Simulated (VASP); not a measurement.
# LiSi16 (a cell with a defect) in VASP: single point with PBE

Aim: the single point of LiSi16 (a cell with a defect) with PBE.

All numbers are computed with VASP 6.6.1; they aren't measurements. Logs are shortened: lines on timing, memory, paths and dates and some standing lists are left out, and cuts for length are marked.

## (1) The cell of the first run

The cell holds a defect, 17 atoms: a = 7.679 Å, b = 7.679 Å, c = 7.679 Å, α = 60.00°, β = 60.00°, γ = 60.00°.

## (2) Single point, PBE, collinear spin, zero start

File INCAR:

```
SYSTEM = LiSi16
PREC = Accurate
ENCUT = 520
EDIFF = 1E-6
ISMEAR = 0
SIGMA = 0.05
LREAL = Auto
LASPH = .TRUE.
NELM = 150
ALGO = Normal
ISIF = 2
LWAVE = .FALSE.
LCHARG = .FALSE.
ISPIN = 2
MAGMOM = 0 0 0 0 0 0 0 0 0 0 0 0 0 0 0 0 0
LORBIT = 11
GGA = PE
NBANDS = 52
```

File KPOINTS:

```
regular mesh
0
G
  2 2 2
  0 0 0
```

File POSCAR:

```
LiSi16
1.0
    0.0000000000      5.4300000000      5.4300000000
    5.4300000000      0.0000000000      5.4300000000
    5.4300000000      5.4300000000      0.0000000000
Si Li
16 1
Direct
    0.0081922652     -0.0258141805      0.0090241252
    0.1184607735      0.1211845304      0.1192556169
   -0.0165640884      0.0039609576      0.5065104972
    0.1184450276      0.1211892265      0.6415238490
   -0.0007813076      0.4952929098      0.0000221915
    0.1320656538      0.6025862799      0.1328831492
   -0.0007860037      0.4952944751      0.5058830571
    0.1190744936      0.6298553407      0.6257404236
    0.5056965930      0.0039505525     -0.0157376611
    0.6406933702      0.1211861878      0.1192598527
    0.5056921731      0.0039597606      0.5065052486
    0.6159369245      0.1509573665      0.6167614180
    0.5050683241      0.4952948435      0.0000232044
    0.6249349908      0.6298488029      0.1198861878
    0.4920755985      0.5225584715      0.4928901473
    0.6249336096      0.6298534991      0.6257396869
    0.3120452118      0.0625840700      0.3129052486
```

Potentials or basis: VASP PAW PBE potentials, release 64 (Si, Li_sv).

The run is started by

```console
cat potpaw_PBE.64/Si/POTCAR potpaw_PBE.64/Li_sv/POTCAR > POTCAR
mpirun -np 1 vasp_std > vasp.out
```

OUTCAR:

```text
SYSTEM = LiSi16
   PREC = Accurate
   ENCUT = 520
   EDIFF = 1E-6
   ISMEAR = 0
   LREAL = Auto
   LASPH = .TRUE.
   NELM = 150
   ISIF = 2
   ISPIN = 2
   LORBIT = 11
   GGA = PE

 ion  position               nearest neighbor table
   1  0.008  0.974  0.009-   2 2.31  10 2.31   4 2.31   6 2.33
   2  0.118  0.121  0.119-   1 2.31  17 2.34   5 2.35   9 2.43   3 2.43
   3  0.983  0.004  0.507-  12 2.31  17 2.34   8 2.35   4 2.43   2 2.43
   4  0.118  0.121  0.642-   1 2.31  17 2.34   7 2.35  11 2.43   3 2.43
   5  0.999  0.495  0.000-   6 2.34   2 2.35   8 2.35  14 2.35
   6  0.132  0.603  0.133-   1 2.33   7 2.34   5 2.34  13 2.34
   7  0.999  0.495  0.506-   6 2.34   4 2.35   8 2.35  16 2.35
   8  0.119  0.630  0.626-  15 2.34   3 2.35   7 2.35   5 2.35
   9  0.506  0.004  0.984-  12 2.31  17 2.34  14 2.35  10 2.43   2 2.43
  10  0.641  0.121  0.119-   1 2.31  17 2.34  13 2.35   9 2.43  11 2.43
  11  0.506  0.004  0.507-  12 2.31  17 2.34  16 2.35  10 2.43   4 2.43
  12  0.616  0.151  0.617-  11 2.31   3 2.31   9 2.31  15 2.33
  13  0.505  0.495  0.000-   6 2.34  10 2.35  14 2.35  16 2.35
  14  0.625  0.630  0.120-  15 2.34   9 2.35  13 2.35   5 2.35
  15  0.492  0.523  0.493-  12 2.33   8 2.34  16 2.34  14 2.34
  16  0.625  0.630  0.626-  15 2.34  11 2.35   7 2.35  13 2.35
  17  0.312  0.063  0.313-   3 2.34   4 2.34   2 2.34  11 2.34  10 2.34   9 2.34

  LATTYP: Found a face centered cubic cell.
 ALAT       =    10.8600000000

  Lattice vectors:

 A1 = (   0.0000000000,   5.4300000000,   5.4300000000)
 A2 = (   5.4300000000,   0.0000000000,   5.4300000000)
 A3 = (   5.4300000000,   5.4300000000,   0.0000000000)

Analysis of symmetry for initial positions (statically):
=====================================================================
 Subroutine PRICEL returns:
 Original cell was already a primitive cell.

 Routine SETGRP: Setting up the symmetry group for a
 face centered cubic supercell.

 Subroutine GETGRP returns: Found  1 space group operations
 (whereof  1 operations were pure point group operations)
 out of a pool of 48 trial point group operations.

The static configuration has the point symmetry C_1 .

Analysis of symmetry for dynamics (positions and initial velocities):
=====================================================================
 Subroutine PRICEL returns:
 Original cell was already a primitive cell.

 Routine SETGRP: Setting up the symmetry group for a
 face centered cubic supercell.

 Subroutine GETGRP returns: Found  1 space group operations
 (whereof  1 operations were pure point group operations)
 out of a pool of 48 trial point group operations.

The dynamic configuration has the point symmetry C_1 .

Analysis of structural, dynamic, and magnetic symmetry:
=====================================================================
 Subroutine PRICEL returns:
 Original cell was already a primitive cell.

 Routine SETGRP: Setting up the symmetry group for a
 face centered cubic supercell.

 Subroutine GETGRP returns: Found  1 space group operations
 (whereof  1 operations were pure point group operations)
 out of a pool of 48 trial point group operations.

The overall configuration has the point symmetry C_1 .

 Subroutine INISYM returns: Found  1 space group operations
 (whereof  1 operations are pure point group operations),
 and found     1 'primitive' translations

----------------------------------------------------------------------------------------

                                     Primitive cell

  volume of cell :     320.2060

  direct lattice vectors                    reciprocal lattice vectors
     0.000000000  5.430000000  5.430000000    -0.092081031  0.092081031  0.092081031
     5.430000000  0.000000000  5.430000000     0.092081031 -0.092081031  0.092081031
     5.430000000  5.430000000  0.000000000     0.092081031  0.092081031 -0.092081031

  length of vectors
     7.679179644  7.679179644  7.679179644     0.159489025  0.159489025  0.159489025

  position of ions in fractional coordinates (direct lattice)
     0.008192265  0.974185820  0.009024125
     0.118460773  0.121184530  0.119255617
     0.983435912  0.003960958  0.506510497
     0.118445028  0.121189227  0.641523849
     0.999218692  0.495292910  0.000022192
     0.132065654  0.602586280  0.132883149
[... 9 lines left out ...]
     0.624933610  0.629853499  0.625739687
[... 66 lines left out ...]
 SYSTEM =  LiSi16
   PREC   = accura    normal or accurate (medium, high low for compatibility)
   ISTART =      0    job   : 0-new  1-cont  2-samecut
   ICHARG =      2    charge: 1-file 2-atom 10-const
   ISPIN  =      2    spin polarized calculation?
   LNONCOLLINEAR =      F non collinear calculations
   LSORBIT =      F    spin-orbit coupling
   LASPH  =      T    aspherical Exc in radial PAW
   ENCUT  =  520.0 eV  38.22 Ry    6.18 a.u.  14.28 14.28 14.28*2*pi/ulx,y,z
   NELM   =    150;   NELMIN=  2; NELMDL= -5     # of ELM steps
   EDIFF  = 0.1E-05   stopping-criterion for ELM
   LREAL  =      T    real-space projection
   EDIFFG = 0.1E-04   stopping-criterion for IOM
   NSW    =      0    number of steps for IOM
   IBRION =     -1    ionic relax: 0-MD 1-quasi-New 2-CG
   NFREE  =      0    steps in history (QN), initial steepest desc. (CG)
   ISIF   =      2    stress and relaxation
   ISYM   =      2    0-nonsym 1-usesym 2-fastsym
   POTIM  = 0.5000    time-step for ionic-motion
   TEBEG  =    0.0;   TEEND  =   0.0 temperature during run
   PSTRESS=    0.0 pullay stress
   NELECT =      67.0000    total number of electrons
   NUPDOWN=      -1.0000    fix difference up-down
   EMIN   =  10.00;   EMAX   =-10.00  energy-range for DOS
   EFERMI =   0.00;   METHOD = LEGACY
   ISMEAR =     0;   SIGMA  =   0.05  broadening in eV -4-tet -1-fermi 0-gaus
   EFERMI_NEDOS =   21; number of points for ismear=-14 and -15
   IALGO  =     38    algorithm
   IMIX   =      4    mixing-type and parameters
     AMIX     =   0.40;   BMIX     =  1.00
     AMIX_MAG =   1.60;   BMIX_MAG =  1.00
  volume/ion in A,a.u.               =      18.84       127.11
  Fermi-wavevector in a.u.,A,eV,Ry     =   0.971904  1.836632 12.852022  0.944597
  Thomas-Fermi vector in A             =   2.102159
   LORBIT       =     11    0 simple, 1 ext, 2 COOP (PROOUT), +10 PAW based schemes
   GGA     = PE    functional components
   LHFCALC =     F    Hartree Fock is set to
   AEXX    =    0.0000 exact exchange contribution
   IVDW    =     0    specifies the selected vdW correction
   LEPSILON=     F    determine dielectric tensor
   LRPA    =     F    only Hartree local field effects (RPA)
 spin polarized calculation
 Gauss-broadening in eV      SIGMA  =   0.05
  energy-cutoff  :      520.00
  volume of cell :      320.21
 maximum number of plane-waves:      8646
 NGX is ok and might be reduce to    60
   NGX = 29   NGY = 29   NGZ = 29

 number of electron      67.0000001 magnetization       0.0001756

 number of electron      67.0000001 magnetization      -0.0000049

 Free energy of the ion-electron system (eV)
  ---------------------------------------------------
  ext. energy  EPLUGINS =         0.00000000
  ---------------------------------------------------
  free energy    TOTEN  =       -86.35555273 eV

  energy without entropy =      -86.34830336  energy(sigma->0) =      -86.35192804

 E-fermi :   6.6849     XC(G=0):  -9.5270

 val. band max:        6.6846431674   @ k =   0.0000   0.0000   0.0000
 cond. band min:       6.8226814158   @ k =   0.0000   0.0000   0.0000
 fundamental gap:      0.1380382484
 Fermi energy:         6.6849339663

 spin component 1

 k-point     1 :       0.0000    0.0000    0.0000
  band No.  band energies     occupation
      1     -40.2225      1.00000
      2      -5.9663      1.00000
      3      -3.7413      1.00000
      4      -3.6461      1.00000
      5      -3.6461      1.00000
      6      -3.6159      1.00000
[... 373 lines left out ...]
     44      10.2154      0.00000
     45      10.2608      0.00000
 Fermi energy:         6.6849339663

 spin component 2

 k-point     1 :       0.0000    0.0000    0.0000
  band No.  band energies     occupation
      1     -40.2226      1.00000
      2      -5.9663      1.00000
      3      -3.7413      1.00000
      4      -3.6461      1.00000
      5      -3.6461      1.00000
      6      -3.6159      1.00000
[... 373 lines left out ...]
     44      10.2154      0.00000
     45      10.2607      0.00000
 [bands above 45 left out]

------------------------ aborting loop because EDIFF is reached ----------------------------------------

  FORCE on cell =-STRESS in cart. coord.  units (eV):
  Direction    XX          YY          ZZ          XY          YZ          ZX
  --------------------------------------------------------------------------------------
  -------------------------------------------------------------------------------------
  Total        8.2958496      8.2933141      8.2935238      0.9629093      0.9621581     -0.9614156
  in kB       41.5089711     41.4962842     41.4973335      4.8179966      4.8142376     -4.8105228
  external PRESSURE =      41.5008629 kB  Pullay stress =       0.0000000 kB

 VOLUME and BASIS-vectors are now :
 -----------------------------------------------------------------------------
  energy-cutoff  :      520.00
  volume of cell :      320.21
      direct lattice vectors                 reciprocal lattice vectors
     0.000000000  5.430000000  5.430000000    -0.092081031  0.092081031  0.092081031
     5.430000000  0.000000000  5.430000000     0.092081031 -0.092081031  0.092081031
     5.430000000  5.430000000  0.000000000     0.092081031  0.092081031 -0.092081031

 POSITION                                       TOTAL-FORCE (eV/Angst)
 -----------------------------------------------------------------------------------
      5.33883      0.09348      5.33431        -0.022941      0.021033     -0.019679
      1.30559      1.29080      1.30127         0.012519     -0.003240      0.012271
      2.77186      8.09041      5.36156        -0.011890      0.012095     -0.004741
      4.14153      4.12663      1.30121         0.003829     -0.012410      0.012078
      2.68956      5.42588      8.11520        -0.001024     -0.016710     -0.000703
      3.99360      1.43867      3.98916        -0.003696      0.003770     -0.003416
[... 9 lines left out ...]
      6.81787      6.79116      6.81349        -0.000067      0.015731      0.000240
      2.03891      3.39348      2.03424        -0.001193     -0.000287     -0.000310
 -----------------------------------------------------------------------------------
    total drift:                                0.000591     -0.003133      0.005318

  FREE ENERGIE OF THE ION-ELECTRON SYSTEM (eV)
  ---------------------------------------------------
  free  energy   TOTEN  =       -86.3555527256 eV

  energy  without entropy=      -86.3483033619  energy(sigma->0) =      -86.35192804

 total charge

# of ion       s       p       d       tot
------------------------------------------
    1        0.740   0.969   0.000   1.709
    2        0.746   0.953   0.000   1.698
    3        0.746   0.953   0.000   1.699
    4        0.746   0.953   0.000   1.698
    5        0.740   0.954   0.000   1.694
    6        0.738   0.962   0.000   1.700
[... 9 lines left out ...]
   16        0.740   0.954   0.000   1.694
   17        2.044   0.115   0.000   2.160
--------------------------------------------------
tot         13.917  15.417   0.000  29.334

 magnetization (x)

# of ion       s       p       d       tot
------------------------------------------
    1       -0.000   0.000   0.000   0.000
    2        0.000  -0.000   0.000   0.000
    3       -0.000  -0.000   0.000  -0.000
    4       -0.000  -0.000   0.000  -0.000
    5       -0.000  -0.000   0.000  -0.000
    6       -0.000  -0.000   0.000  -0.000
[... 9 lines left out ...]
   16        0.000   0.000   0.000   0.000
   17        0.000   0.000   0.000   0.000
--------------------------------------------------
tot         -0.000   0.000   0.000  -0.000
```

Run time: 6 min. Hardware: 1 thread of Intel Xeon Platinum 8488C (Sapphire Rapids), shared host; peak memory 0.7 GiB.

Results:

| Quantity | Value |
| --- | --- |
| Free energy | -86.3556 eV |
| Largest force | 0.039 eV/Å |
| Net moment | 0.00 μB per cell |
| Valence electrons inside the program's atomic spheres | Si 1.71, 1.70, 1.69; Li 2.16 |

Forces on the atoms (eV/Å):
```
Si  -0.023  0.021 -0.020
Si   0.013 -0.003  0.012
Si  -0.012  0.012 -0.005
Si   0.004 -0.012  0.012
Si  -0.001 -0.017 -0.001
Si  -0.004  0.004 -0.003
Si   0.017  0.002 -0.002
Si   0.000  0.000 -0.016
Si  -0.004  0.012 -0.013
Si   0.012 -0.012  0.004
Si  -0.013  0.005 -0.013
Si   0.023 -0.022  0.023
Si   0.000  0.000  0.016
Si  -0.015  0.000  0.001
Si   0.004 -0.004  0.004
Si   0.000  0.016  0.000
Li  -0.001  0.000  0.000
```

Caveat: the k points lie up to 0.50 Å⁻¹ apart; the cutoff is under 1.25 times the usual one of these potentials, so pressure, stress and relaxed cells hold a basis-set (Pulay) error.
